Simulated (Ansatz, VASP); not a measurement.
# Ca in VASP and in Ansatz

Contents of INCAR:

```
ALGO = Normal
EDIFF = 1E-6
ENCUT = 520
GGA = PS
ISIF = 2
ISMEAR = -1
LASPH = T
LCHARG = F
LREAL = F
LWAVE = F
NBANDS = 28
NELM = 60
PREC = Accurate
SIGMA = 0.1
```

Contents of KPOINTS:

```
k-points
0
Gamma
  8 8 5
```

File POSCAR:

```
Ca
1.0
    3.6970787837      0.0000000000      0.0000000000
   -1.8485393919      3.2017641465      0.0000000000
    0.0000000000      0.0000000000     12.1146089206
Ca
4
Direct
    0.0000000000      0.0000000000      0.0000000000
    0.0000000000      0.0000000000      0.5000000000
    0.3333333333      0.6666666667      0.2500000000
    0.6666666667      0.3333333333      0.7500000000
```

Input for Ansatz:

```yaml
crystal:
  lattice:
    - [3.6970787837, 0.0, 0.0]
    - [-1.8485393919, 3.2017641465, 0.0]
    - [0.0, 0.0, 12.1146089206]
  atoms:
    - { symbol: Ca, position: [0.0, 0.0, 0.0] }
    - { symbol: Ca, position: [0.0, 0.0, 0.5] }
    - { symbol: Ca, position: [0.3333333333, 0.6666666667, 0.25] }
    - { symbol: Ca, position: [0.6666666667, 0.3333333333, 0.75] }
kpoints:
  mp_grid: { grid: [8, 8, 5] }
scf:
  occupations: { method: fermi_dirac, width: 0.1 }
hamiltonian:
  xc: pbesol
  pseudopotentials: { kind: all_electron, lapw: { basis_error: 0.0005 } }
output:
  forces: true
  stress: true
  eigenvalues: true
  populations: true
```

Alike in both runs: task single point; functional PBEsol; k mesh 8 × 8 × 5; occupations fermi-dirac, width 0.1 eV; no spin polarisation.

|  | VASP | Ansatz |
| --- | --- | --- |
| version | VASP 6.6.1 | Ansatz 0.2.0 |
| potentials or method | VASP PAW PBE potentials, release 64 (Ca_sv), cutoff 520 eV | all-electron LAPW, scalar-relativistic |

```csv
,VASP,Ansatz,Ansatz less VASP
pressure (GPa),2.8,2.8,-0.01
```

VASP's potentials were made for PBE, not for PBEsol. Ansatz ran all-electron here, and VASP with PAW potentials.
